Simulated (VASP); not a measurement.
Wanted: the native input for a VASP 6.6.1 run.

| Quantity | Value |
| --- | --- |
| Task | single point |
| Functional | PBE |
| Dispersion | D4 |
| Potentials or basis | VASP PAW PBE potentials, release 64 (Si, C) |
| Cutoff | 520 eV |
| k mesh | 10 × 10 × 2 |
| Occupations | fermi-dirac, width 0.05 eV |
| Spin | no spin polarisation |
| Dipole correction | no |
| Further INCAR settings | ALGO = Normal; EDIFF = 1e-07; NBANDS = 36 |

The structure of SiC lies in POSCAR:

```
SiC
1.0
    3.1357283548      0.0000000000      0.0000000000
   -1.5678641774      2.7156204146      0.0000000000
    0.0000000000      0.0000000000     15.3696281560
Si C
6 6
Direct
    0.6666666667      0.3333333333      0.4583000000
    0.3333333333      0.6666666667      0.9583000000
    0.6666666667      0.3333333333      0.7917000000
    0.3333333333      0.6666666667      0.2917000000
    0.0000000000      0.0000000000      0.6250000000
    0.0000000000      0.0000000000      0.1250000000
    0.6666666667      0.3333333333      0.3333000000
    0.3333333333      0.6666666667      0.8333000000
    0.6666666667      0.3333333333      0.6667000000
    0.3333333333      0.6666666667      0.1667000000
    0.0000000000      0.0000000000      0.5000000000
    0.0000000000      0.0000000000      0.0000000000
```

One way to write it, as run:

INCAR

```
  PREC = Accurate
  ENCUT = 520
  EDIFF = 1E-7
  ISMEAR = -1
  SIGMA = 0.05
  LREAL = F
  LASPH = T
  NELM = 100
  ALGO = Normal
  ISIF = 2
  LWAVE = F
  LCHARG = T
  GGA = PE
  IVDW = 13
  LELF = T
  LVHAR = T
  NBANDS = 36
```

KPOINTS

```
regular mesh
0
Gamma
  10 10 2
```

Potentials or basis: VASP PAW PBE potentials, release 64 (Si, C).

Command:

```console
$ cat potpaw_PBE.64/Si/POTCAR potpaw_PBE.64/C/POTCAR > POTCAR
$ mpirun -np 1 vasp_std > vasp.out
```

It gave:

- Pressure: -11.3 GPa
- Largest force: 0.138 eV/Å
- Band gap on the k mesh: 2.03 eV (least direct gap 3.11 eV)
- Dispersion energy per atom: -0.315 eV

Caveat: the cell stands under tension.

Run time: 95 s on 1 thread of Intel(R) Xeon(R) 6975P-C (Granite Rapids) (shared host), peak memory 0.28 GiB.
